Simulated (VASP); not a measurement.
Wanted: the native input for a VASP 6.6.1 run.

```
Task                   : single point
Functional             : PBE
Potentials or basis    : VASP PAW PBE potentials, release 64 (Nb_sv, B)
Cutoff                 : 520 eV
k mesh                 : 6 × 6 × 6
Occupations            : gaussian, width 0.1 eV
Spin                   : no spin polarisation
Dipole correction      : no
Further INCAR settings : ALGO = Normal; EDIFF = 1e-06; NBANDS = 22
```

The structure of Nb2B lies in POSCAR:

```
Nb2B
1.0
    4.3975326705      0.0000000000      0.0000000000
   -2.1987663353      3.8083750066      0.0000000000
    0.0000000000      0.0000000000      2.6728208703
Nb B
2 1
Direct
    0.3333333333      0.6666666667      0.5000000000
    0.6666666667      0.3333333333      0.5000000000
    0.0000000000      0.0000000000      0.0000000000
```

One way to write it, as run:

INCAR

```
PREC = Accurate
ENCUT = 520
EDIFF = 1E-6
ISMEAR = 0
SIGMA = 0.1
LREAL = F
LASPH = T
NELM = 100
ALGO = Normal
ISIF = 2
LWAVE = F
LCHARG = F
GGA = PE
NBANDS = 22
```

KPOINTS

```
Automatic mesh
0
Gamma
  6 6 6
```

Potentials or basis: VASP PAW PBE potentials, release 64 (Nb_sv, B).

The run is started by

```sh
$ cat potpaw_PBE.64/Nb_sv/POTCAR potpaw_PBE.64/B/POTCAR > POTCAR
$ mpirun -np 1 vasp_std > vasp.out
```

Results of the run:

```json
{
 "Pressure": "-0.2 GPa"
}
```

Caveat: the k points lie up to 0.39 Å⁻¹ apart.

It took 34 s on 1 thread of AMD EPYC 7R43 64-Core Processor (Zen 3), with other jobs on the host, peak memory 0.14 GiB.
